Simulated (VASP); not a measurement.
# AlN (Fdd2) in VASP: a series of runs

The runs below take AlN through single point, relaxation of cell and atoms, with PBE.

Program: VASP 6.6.1. These are calculated values, not measurements. Logs are shortened: lines on timing, memory, paths and dates and some standing lists are left out, and cuts for length are marked.

## (1) The cell of the first run

Symmetry: Fdd2, No. 43, orthorhombic system. Conventional cell: a = 2.868 Å, b = 5.635 Å, c = 9.689 Å, α = 90.00°, β = 90.00°, γ = 90.00°. Al (site symmetry 2) has 4 N at 1.92 to 1.95 Å within 2.6 Å. Within 2.6 Å of N (site symmetry 2) lie 4 Al at 1.92 to 1.95 Å.

The cell was built from a structure type or drawn by symmetry, and may not be a known phase.

## (2) Single point, PBE

The input, INCAR:

```
  PREC = Accurate
  ENCUT = 520
  EDIFF = 1E-7
  ISMEAR = 0
  SIGMA = 0.02
  LREAL = F
  LASPH = T
  NELM = 60
  ALGO = Normal
  ISIF = 2
  LWAVE = F
  LCHARG = F
  GGA = PE
  NBANDS = 16
```

The input, KPOINTS:

```
regular mesh
0
Gamma
  10 10 10
```

The input, POSCAR:

```
AlN
1.0
    0.0000000000      2.8173469758      4.8445546422
    1.4338816269      0.0000000000      4.8445546422
    1.4338816269      2.8173469758      0.0000000000
Al N
2 2
Direct
    0.5662533145      0.5662533145      0.9337466855
    0.3162533145      0.3162533145      0.6837466855
    0.6837466855      0.6837466855      0.3162533145
    0.9337466855      0.9337466855      0.5662533145
```

Potentials or basis: VASP PAW PBE potentials, release 64 (Al, N).

Command:

```
> cat potpaw_PBE.64/Al/POTCAR potpaw_PBE.64/N/POTCAR > POTCAR
> mpirun -np 1 vasp_std > vasp.out
```

OUTCAR:

```text
PREC = Accurate
   ENCUT = 520
   EDIFF = 1E-7
   ISMEAR = 0
   LREAL = F
   LASPH = T
   NELM = 60
   ISIF = 2
   GGA = PE

 ion  position               nearest neighbor table
   1  0.566  0.566  0.934-   4 1.92   4 1.92   3 1.95   3 1.95   2 2.89   2 2.89   2 2.89   2 2.89

   2  0.316  0.316  0.684-   3 1.92   3 1.92   4 1.95   4 1.95   1 2.89   1 2.89   1 2.89   1 2.89

   3  0.684  0.684  0.316-   2 1.92   2 1.92   1 1.95   1 1.95
   4  0.934  0.934  0.566-   1 1.92   1 1.92   2 1.95   2 1.95

  LATTYP: Found a face centered orthorhombic cell.
 ALAT       =     2.8677632538
 B/A-ratio  =     1.9648393026
 C/A-ratio  =     3.3786294149

  Lattice vectors:

 A1 = (   0.0000000000,   2.8173469758,   4.8445546422)
 A2 = (   1.4338816269,   0.0000000000,   4.8445546422)
 A3 = (   1.4338816269,   2.8173469758,   0.0000000000)

Analysis of symmetry for initial positions (statically):
=====================================================================
 Subroutine PRICEL returns:
 Original cell was already a primitive cell.

 Routine SETGRP: Setting up the symmetry group for a
 face centered orthorhombic supercell.

 Subroutine GETGRP returns: Found  4 space group operations
 (whereof  2 operations were pure point group operations)
 out of a pool of  8 trial point group operations.

The static configuration has the point symmetry C_2 .
 The point group associated with its full space group is C_2v.

Analysis of symmetry for dynamics (positions and initial velocities):
=====================================================================
 Subroutine PRICEL returns:
 Original cell was already a primitive cell.

 Routine SETGRP: Setting up the symmetry group for a
 face centered orthorhombic supercell.

 Subroutine GETGRP returns: Found  4 space group operations
 (whereof  2 operations were pure point group operations)
 out of a pool of  8 trial point group operations.

The dynamic configuration has the point symmetry C_2 .
 The point group associated with its full space group is C_2v.

 Subroutine INISYM returns: Found  4 space group operations
 (whereof  2 operations are pure point group operations),
 and found     1 'primitive' translations

----------------------------------------------------------------------------------------

                                     Primitive cell

  volume of cell :      39.1415

  direct lattice vectors                    reciprocal lattice vectors
     0.000000000  2.817346976  4.844554642    -0.348703819  0.177471928  0.103208661
     1.433881627  0.000000000  4.844554642     0.348703819 -0.177471928  0.103208661
     1.433881627  2.817346976  0.000000000     0.348703819  0.177471928 -0.103208661

  length of vectors
     5.604208567  5.052299101  3.161243506     0.404651290  0.404651290  0.404651290

  position of ions in fractional coordinates (direct lattice)
     0.566253315  0.566253315  0.933746685
     0.316253315  0.316253315  0.683746685
     0.683746685  0.683746685  0.316253315
     0.933746685  0.933746685  0.566253315

  ion indices of the primitive-cell ions
   primitive index   ion index
                 1           1
                 2           2
                 3           3
                 4           4

----------------------------------------------------------------------------------------

 KPOINTS: regular mesh

Automatic generation of k-mesh.
 Grid dimensions read from file:
 generate k-points for:   10   10   10

 Generating k-lattice:

  Cartesian coordinates                     Fractional coordinates (reciprocal lattice)
    -0.034870382  0.017747193  0.010320866     0.100000000  0.000000000  0.000000000
     0.034870382 -0.017747193  0.010320866     0.000000000  0.100000000 -0.000000000
     0.034870382  0.017747193 -0.010320866     0.000000000 -0.000000000  0.100000000

  Length of vectors
     0.040465129  0.040465129  0.040465129

  Shift w.r.t. Gamma in fractional coordinates (k-lattice)
     0.000000000  0.000000000  0.000000000

 Subroutine IBZKPT returns following result:
 ===========================================

 Found    171 irreducible k-points:

 Following reciprocal coordinates:
            Coordinates               Weight
  0.000000  0.000000  0.000000      1.000000
  0.100000  0.000000  0.000000      8.000000
  0.200000  0.000000  0.000000      8.000000
  0.300000  0.000000  0.000000      8.000000
  0.400000  0.000000  0.000000      8.000000
  0.500000 -0.000000 -0.000000      4.000000
[... 16 lines left out ...]
  0.300000  0.300000  0.000000      2.000000
  0.400000  0.300000  0.000000      8.000000
 [... further k-points ...]
   k-points           NKPTS =    171   k-points in BZ     NKDIM =    171   number of bands    NBANDS=     16
   number of dos      NEDOS =    301   number of ions     NIONS =      4
   total plane-waves  NPLWV =  40320
   dimension x,y,z NGX =    42 NGY =   40 NGZ =   24
   dimension x,y,z NGXF=    84 NGYF=   80 NGZF=   48
   ions per type =               2   2
   NGX,Y,Z   is equivalent  to a cutoff of  12.46, 13.16, 12.62 a.u.
   NGXF,Y,Z  is equivalent  to a cutoff of  24.92, 26.32, 25.24 a.u.
 SYSTEM =  unknown system
   PREC   = accura    normal or accurate (medium, high low for compatibility)
   ISTART =      0    job   : 0-new  1-cont  2-samecut
   ICHARG =      2    charge: 1-file 2-atom 10-const
   ISPIN  =      1    spin polarized calculation?
   LNONCOLLINEAR =      F non collinear calculations
   LSORBIT =      F    spin-orbit coupling
   LASPH  =      T    aspherical Exc in radial PAW
   ENCUT  =  520.0 eV  38.22 Ry    6.18 a.u.  10.42  9.39  5.88*2*pi/ulx,y,z
   NELM   =     60;   NELMIN=  2; NELMDL= -5     # of ELM steps
   EDIFF  = 0.1E-06   stopping-criterion for ELM
   LREAL  =      F    real-space projection
   EDIFFG = 0.1E-05   stopping-criterion for IOM
   NSW    =      0    number of steps for IOM
   IBRION =     -1    ionic relax: 0-MD 1-quasi-New 2-CG
   NFREE  =      0    steps in history (QN), initial steepest desc. (CG)
   ISIF   =      2    stress and relaxation
   ISYM   =      2    0-nonsym 1-usesym 2-fastsym
   POTIM  = 0.5000    time-step for ionic-motion
   TEBEG  =    0.0;   TEEND  =   0.0 temperature during run
   PSTRESS=    0.0 pullay stress
   NELECT =      16.0000    total number of electrons
   NUPDOWN=      -1.0000    fix difference up-down
   EMIN   =  10.00;   EMAX   =-10.00  energy-range for DOS
   EFERMI =   0.00;   METHOD = LEGACY
   ISMEAR =     0;   SIGMA  =   0.02  broadening in eV -4-tet -1-fermi 0-gaus
   EFERMI_NEDOS =   21; number of points for ismear=-14 and -15
   IALGO  =     38    algorithm
   IMIX   =      4    mixing-type and parameters
     AMIX     =   0.40;   BMIX     =  1.00
     AMIX_MAG =   1.60;   BMIX_MAG =  1.00
  volume/ion in A,a.u.               =       9.79        66.03
  Fermi-wavevector in a.u.,A,eV,Ry     =   1.214980  2.295979 20.084587  1.476175
  Thomas-Fermi vector in A             =   2.350382
   LORBIT       =      0    0 simple, 1 ext, 2 COOP (PROOUT), +10 PAW based schemes
   GGA     = PE    functional components
   LHFCALC =     F    Hartree Fock is set to
   AEXX    =    0.0000 exact exchange contribution
   IVDW    =     0    specifies the selected vdW correction
   LEPSILON=     F    determine dielectric tensor
   LRPA    =     F    only Hartree local field effects (RPA)
 non-spin polarized calculation
 Gauss-broadening in eV      SIGMA  =   0.02
  energy-cutoff  :      520.00
  volume of cell :       39.14
 maximum number of plane-waves:      1074
 NGX is ok and might be reduce to    42
   NGX = 21   NGY = 19   NGZ = 11

 number of electron      16.0000000 magnetization

 Free energy of the ion-electron system (eV)
  ---------------------------------------------------
  ext. energy  EPLUGINS =         0.00000000
  ---------------------------------------------------
  free energy    TOTEN  =       -28.37253878 eV

  energy without entropy =      -28.37253878  energy(sigma->0) =      -28.37253878

 E-fermi :   8.0230     XC(G=0): -11.3746

 val. band max:        7.8708582303   @ k =   0.0000   0.0000   0.0000
 cond. band min:      11.0418003696   @ k =   0.0000   0.0000   0.0000
 fundamental gap:      3.1709421393
 Fermi energy:         8.0230453637

 k-point     1 :       0.0000    0.0000    0.0000
  band No.  band energies     occupation
      1      -8.4552      2.00000
      2      -5.8543      2.00000
      3       0.5710      2.00000
      4       5.9581      2.00000
      5       6.7664      2.00000
      6       7.1941      2.00000
[... 8 lines left out ...]
     15      19.9865      0.00000
     16      20.6386      0.00000

 k-point     2 :       0.1000    0.0000    0.0000
  band No.  band energies     occupation
      1      -8.2888      2.00000
      2      -5.7839      2.00000
      3       0.7827      2.00000
      4       5.6255      2.00000
      5       6.3552      2.00000
      6       6.7566      2.00000
[... 8 lines left out ...]
     15      20.2334      0.00000
     16      20.7656      0.00000

 k-point     3 :       0.2000    0.0000    0.0000
  band No.  band energies     occupation
      1      -7.8093      2.00000
      2      -5.5854      2.00000
      3       1.3684      2.00000
      4       4.3880      2.00000
      5       5.2408      2.00000
      6       5.9148      2.00000
[... 8 lines left out ...]
     15      20.6891      0.00000
     16      21.7548      0.00000

 k-point     4 :       0.3000    0.0000    0.0000
  band No.  band energies     occupation
      1      -7.0880      2.00000
      2      -5.3140      2.00000
      3       2.0929      2.00000
      4       2.7864      2.00000
      5       4.0142      2.00000
      6       5.5759      2.00000
[... 8 lines left out ...]
     15      20.8979      0.00000
     16      21.5539      0.00000
[... 324 lines left out ...]
 k-point    22 :      -0.2000    0.2000    0.0000
  band No.  band energies     occupation
      1      -6.4137      2.00000
      2      -4.9431      2.00000
      3       1.4201      2.00000
      4       2.6045      2.00000
      5       3.1149      2.00000
      6       5.2814      2.00000
[... 8 lines left out ...]
     15      20.5882      0.00000
     16      21.1746      0.00000

 k-point    23 :       0.3000    0.3000    0.0000
  band No.  band energies     occupation
      1      -8.0669      2.00000
      2      -6.6141      2.00000
      3       1.8944      2.00000
      4       5.4851      2.00000
      5       6.1183      2.00000
      6       6.5943      2.00000
[... 8 lines left out ...]
     15      19.6957      0.00000
     16      19.8412      0.00000

 k-point    24 :       0.4000    0.3000    0.0000
  band No.  band energies     occupation
      1      -7.7834      2.00000
      2      -6.6939      2.00000
      3       2.3851      2.00000
      4       4.8742      2.00000
      5       5.9345      2.00000
      6       6.2517      2.00000
[... 8 lines left out ...]
     15      20.0665      0.00000
     16      21.0357      0.00000

 [... further k-points ...]
[... 5 lines left out ...]
  --------------------------------------------------------------------------------------
  -------------------------------------------------------------------------------------
  Total       -0.0458741     -0.0644268     -0.0836274      0.0000000      0.0000000      0.0000000
  in kB       -1.8777624     -2.6371794     -3.4231157      0.0000000      0.0000000      0.0000000
  external PRESSURE =      -2.6460191 kB  Pullay stress =       0.0000000 kB

 VOLUME and BASIS-vectors are now :
 -----------------------------------------------------------------------------
  energy-cutoff  :      520.00
  volume of cell :       39.14
      direct lattice vectors                 reciprocal lattice vectors
     0.000000000  2.817346976  4.844554642    -0.348703819  0.177471928  0.103208661
     1.433881627  0.000000000  4.844554642     0.348703819 -0.177471928  0.103208661
     1.433881627  2.817346976  0.000000000     0.348703819  0.177471928 -0.103208661

 POSITION                                       TOTAL-FORCE (eV/Angst)
 -----------------------------------------------------------------------------------
      2.15082      4.22602      5.48649         0.000000     -0.000000      0.002761
      1.43388      2.81735      3.06421         0.000000      0.000000      0.002761
      1.43388      2.81735      6.62490        -0.000000     -0.000000     -0.002761
      2.15082      4.22602      9.04717         0.000000      0.000000     -0.002761
 -----------------------------------------------------------------------------------
    total drift:                               -0.000003     -0.000001      0.000595

  FREE ENERGIE OF THE ION-ELECTRON SYSTEM (eV)
  ---------------------------------------------------
  free  energy   TOTEN  =       -28.3725387812 eV

  energy  without entropy=      -28.3725387812  energy(sigma->0) =      -28.37253878
```

It took 2 min on 1 thread of AMD EPYC 7R13 (Zen 3), shared host; peak memory 0.21 GiB.

Results:

| Quantity | Value |
| --- | --- |
| Free energy | -28.3725 eV |
| Pressure | -0.3 GPa |
| Band gap on the k mesh | 3.17 eV |

Forces in eV/Å, atoms in the order of the input:
```
Al   0.000  0.000  0.003
Al   0.000  0.000  0.003
N    0.000  0.000 -0.003
N    0.000  0.000 -0.003
```

A k mesh can miss the band edges.

## (3) Relaxation of cell and atoms, PBE

This run uses another cell than the first one, of 8.25 Å³/atom.

The input, INCAR:

```
PREC = Accurate
ENCUT = 600
EDIFF = 1E-6
ISMEAR = 0
SIGMA = 0.1
LREAL = False
LASPH = True
NELM = 80
ALGO = Normal
ISIF = 3
LWAVE = False
LCHARG = False
GGA = PE
IBRION = 2
NSW = 90
EDIFFG = -0.04
```

The input, KPOINTS:

```
regular mesh
0
Gamma
  8 8 8
```

The input, POSCAR:

```
AlN
1.0
    0.0000000000      2.7645773900      4.3159144600
    1.3831399500      0.0000000000      4.3159144600
    1.3831399500      2.7645773900      0.0000000000
Al N
2 2
Direct
    0.9367689500      0.9367689500      0.5632310500
    0.6867689500      0.6867689500      0.3132310500
    0.3132310500      0.3132310500      0.6867689500
    0.5632310500      0.5632310500      0.9367689500
```

Potentials or basis: VASP PAW PBE potentials, release 64 (Al, N).

Command:

```
> cat potpaw_PBE.64/Al/POTCAR potpaw_PBE.64/N/POTCAR > POTCAR
> mpirun -np 1 vasp_std > vasp.out
```

Run time: 4.3 min. Hardware: 1 thread of AMD EPYC 7R13 (Zen 3), shared host; peak memory 0.2 GiB.

It converged, with:

```
Free energy                           : -28.3683 eV
Relaxed volume                        : 9.76 Å³/atom
Relaxed cell                          : a = 5.598 Å, b = 5.044 Å, c = 3.162 Å, α = 82.61°, β = 63.32°, γ = 34.06°
Space group after relaxing (to 0.1 Å) : Fdd2 (No. 43)
Energy gained by relaxing             : 337.5 meV/atom
Ionic steps                           : 10
Pressure after relaxing               : 0.2 GPa
Largest force after relaxing          : 0.032 eV/Å
Band gap on the k mesh                : 3.20 eV
```

Forces on the atoms (eV/Å):
```
Al   0.000  0.000  0.032
Al   0.000  0.000  0.032
N    0.000  0.000 -0.032
N    0.000  0.000 -0.032
```

Stress tensor (GPa, compression positive):
```
 0.31  0.00  0.00
 0.00 -0.03  0.00
 0.00  0.00  0.42
```

Step by step:
```
step  energy change (eV)  largest force (eV/Å)  pressure (GPa)  volume (Å³)
   1              0.0000                1.8886           57.64        33.01
   2              0.0644                0.7897          -29.50        49.10
   3             -1.2605                0.6130           -2.11        39.67
   4             -1.2641                0.5741           -0.67        39.40
   5             -1.2646                0.5540            0.06        39.26
   6             -1.3320                0.0623           -2.84        39.74
   7             -1.3416                0.0951           -2.27        39.62
   8             -1.3478                0.0023            0.97        38.97
   9             -1.3478                0.0067            0.65        39.03
  10             -1.3500                0.0321            0.24        39.05
```

Final structure:
```
CELL_PARAMETERS angstrom
0.00000 2.81902 4.83646
1.43193 0.00000 4.83646
1.43193 2.81902 0.00000
ATOMIC_POSITIONS crystal
Al 0.93352 0.93352 0.56648
Al 0.68352 0.68352 0.31648
N 0.31648 0.31648 0.68352
N 0.56648 0.56648 0.93352
```

Levels at points of the mesh, in eV from the valence-band top:
| k point | band 5 | band 6 | band 7 | band 8 | band 9 | band 10 | band 11 | band 12 |
| --- | --- | --- | --- | --- | --- | --- | --- | --- |
| (0.00, 0.00, 0.00) | -1.11 | -0.67 | -0.32 | 0.00 | 3.20 | 4.06 | 9.35 | 10.98 |
| (0.50, 0.00, 0.00) | -3.71 | -2.44 | -2.02 | -1.37 | 4.28 | 4.67 | 5.30 | 9.23 |
| (0.50, 0.50, 0.00) | -1.54 | -1.54 | -0.19 | -0.19 | 4.84 | 4.84 | 8.67 | 8.67 |
| (0.50, 0.00, 0.50) | -4.06 | -4.06 | -1.13 | -1.13 | 5.94 | 5.94 | 8.64 | 8.64 |
| (0.00, 0.50, 0.50) | -1.94 | -1.94 | -1.05 | -1.05 | 4.62 | 4.62 | 7.92 | 7.92 |

Caveat: the volume moved by over 15 % at a fixed basis, so the end points are rough. A k mesh can miss the band edges.

## (4) Relaxation of cell and atoms, PBE

The input, INCAR:

```
SYSTEM = AlN
ALGO = Normal
EDIFF = 1E-6
EDIFFG = -0.01
ENCUT = 600
GGA = PE
IBRION = 2
ISIF = 3
ISMEAR = 0
LASPH = .True.
LCHARG = .False.
LREAL = .False.
LWAVE = .False.
NELM = 100
NSW = 100
PREC = Accurate
SIGMA = 0.02
```

The input, KPOINTS:

```
k-points
0
Gamma
  10 10 10
  0 0 0
```

The input, POSCAR:

```
AlN
1.0
    0.0000000000      2.8173915447      4.8437873806
    1.4341071650      0.0000000000      4.8437873806
    1.4341071650      2.8173915447      0.0000000000
Al N
2 2
Direct
    0.5662502131      0.5662502131      0.9337497869
    0.3162502131      0.3162502131      0.6837497869
    0.6837497869      0.6837497869      0.3162502131
    0.9337497869      0.9337497869      0.5662502131
```

Command:

```
> cat potpaw_PBE.64/Al/POTCAR potpaw_PBE.64/N/POTCAR > POTCAR
> mpirun -np 1 vasp_std > vasp.out
```

Wall time 3.2 min (1 thread of AMD EPYC 7R13 (Zen 3), shared host); peak memory 0.25 GiB.

The run converged. Its results:

| Property | Result |
| --- | --- |
| Free energy | -28.3760 eV |
| Relaxed volume | 9.77 Å³/atom |
| Relaxed cell | a = 5.600 Å, b = 5.048 Å, c = 3.159 Å, α = 82.60°, β = 63.38°, γ = 34.02° |
| Space group after relaxing (to 0.1 Å) | Fdd2 (No. 43) |
| Energy gained by relaxing | 0.0 meV/atom |
| Ionic steps | 3 |
| Pressure after relaxing | 0.0 GPa |
| Largest force after relaxing | 0.004 eV/Å |
| Band gap on the k mesh | 3.19 eV |

Forces in eV/Å, atoms in the order of the input:
```
Al   0.000  0.000  0.004
Al   0.000  0.000  0.004
N    0.000  0.000 -0.004
N    0.000  0.000 -0.004
```

Stress tensor (GPa, compression positive):
```
 0.02  0.00  0.00
 0.00 -0.07  0.00
 0.00  0.00  0.07
```

Final structure:
```yaml
crystal:
  lattice:
    - [0.00000, 2.81557, 4.84063]
    - [1.43319, 0.00000, 4.84063]
    - [1.43319, 2.81557, 0.00000]
  atoms:
    - { symbol: Al, position: [0.56626, 0.56626, 0.93374] }
    - { symbol: Al, position: [0.31626, 0.31626, 0.68374] }
    - { symbol: N, position: [0.68374, 0.68374, 0.31626] }
    - { symbol: N, position: [0.93374, 0.93374, 0.56626] }
```

Levels at points of the mesh, in eV from the valence-band top:
```csv
k point,band 6,band 7,band 8,band 9,band 10,band 11
"(0.00, 0.00, 0.00)",-0.67,-0.32,0.00,3.19,4.08,9.32
"(0.50, 0.00, 0.00)",-2.44,-2.02,-1.36,4.28,4.67,5.29
"(0.50, 0.50, 0.00)",-1.52,-0.19,-0.19,4.84,4.84,8.66
"(0.50, 0.00, 0.50)",-4.05,-1.14,-1.14,5.92,5.92,8.62
"(0.00, 0.50, 0.50)",-1.95,-1.06,-1.06,4.61,4.61,7.90
```

## (5) Overview

```csv
task,cell,k mesh,cutoff (eV),smearing,gap on the mesh (eV),pressure (GPa),relaxed volume (Å³/atom)
single point,"a = 5.604, b = 5.052, c = 3.161 Å, angles 82.6, 63.4, 34.0°, 4 atoms, atomic positions A",10 × 10 × 10,520,gaussian 0.02 eV,3.17,-0.3,-
relaxation of cell and atoms,"relaxed from a = 5.125, b = 4.532, c = 3.091 Å, angles 82.2, 61.2, 36.7°, 4 atoms, atomic positions B",8 × 8 × 8,600,gaussian 0.1 eV,3.20,0.2,9.76
relaxation of cell and atoms,"relaxed from a = 5.604, b = 5.052, c = 3.161 Å, angles 82.6, 63.4, 34.0°, 4 atoms, atomic positions A",10 × 10 × 10,600,gaussian 0.02 eV,3.19,0.0,9.77
```

Alike in all rows: level PBE; potentials or basis VASP PAW PBE potentials, release 64 (Al, N); no spin polarisation.

Caveats: the volume moved by over 15 % at a fixed basis, so the end points are rough (at least some runs).

Absolute energies hang on the potentials; compare differences alone.
